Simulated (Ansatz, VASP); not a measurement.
**Fe in VASP and in Ansatz**

Contents of POSCAR:

```
Fe
1.0
   -1.4430000000      1.4430000000      1.4430000000
    1.4430000000     -1.4430000000      1.4430000000
    1.4430000000      1.4430000000     -1.4430000000
Fe
1
Direct
    0.0000000000      0.0000000000      0.0000000000
```

Contents of INCAR.step1:

```
PREC = Accurate
ENCUT = 520
ISMEAR = 0
SIGMA = 0.05
LREAL = False
LASPH = True
NELM = 150
ISPIN = 2
MAGMOM = 3.1
LMAXMIX = 4
NBANDS = 14
GGA = PE
ALGO = Normal
EDIFF = 1E-4
LWAVE = True
LCHARG = False
```

Contents of INCAR.step2:

```
PREC = Accurate
ENCUT = 520
EDIFF = 1E-8
ISMEAR = 0
SIGMA = 0.05
LREAL = False
LASPH = True
NELM = 150
ALGO = Normal
ISIF = 2
LWAVE = False
LCHARG = False
ISPIN = 2
MAGMOM = 3.1
LORBIT = 11
LMAXMIX = 4
METAGGA = R2SCAN
LMIXTAU = True
LEFG = True
NBANDS = 14
ISTART = 1
```

File KPOINTS:

```
regular mesh
0
Gamma
  22 22 22
```

Input for Ansatz:

```yaml
crystal:
  lattice:
    - [-1.443, 1.443, 1.443]
    - [1.443, -1.443, 1.443]
    - [1.443, 1.443, -1.443]
  atoms:
    - { symbol: Fe, position: [0.0, 0.0, 0.0], spin: 3.1 }
basis:
  ecutwfc: 500
  ecutrho_ratio: 4
kpoints:
  mp_grid: { grid: [22, 22, 22] }
hamiltonian:
  xc: r2scan
scf:
  occupations: { method: gaussian, width: 0.05 }
output:
  forces: true
  stress: true
  eigenvalues: true
  populations: true
  efg: { contact_densities: true, quadrupole_moments_barn: { Fe: 0.16 } }
magnetization:
  spin_polarized: true
```

Alike in both runs: task electric field gradients; functional r2SCAN; k mesh 22 × 22 × 22; occupations gaussian, width 0.05 eV; collinear spin.

```csv
,VASP,Ansatz
version,VASP 6.6.1,Ansatz 0.2.0
potentials or method,"VASP PAW PBE potentials, release 64 (Fe), cutoff 520 eV","scalar-relativistic, plane waves, PAW"
valence electrons in the cell,8,16
```

Ansatz gave:

```
gap on the k mesh at the Fermi level (eV)                     : none
pressure (GPa)                                                : -3.5
net moment per atom (μB)                                      : 2.67
size of the moment on the site where the two differ most (μB) : 2.83
```

Problem. What did VASP give for the same quantities?

Solution. gap on the k mesh at the Fermi level (eV): none; pressure (GPa): -3.8; net moment per atom (μB): 2.67; size of the moment on the site where the two differ most (μB): 2.75.

VASP's potentials were made for PBE, not for r2SCAN. Site moments also hang on the region over which each program counts them. A gap of «none» marks a metal or a gap that the smearing closes. The functional is the same, so the differences come from potentials, cutoffs and numerics. VASP's potentials hold 8 valence electrons a cell and Ansatz's 16, so a difference there can come from the potentials and not from the codes. Ansatz's warnings: stability check not made.
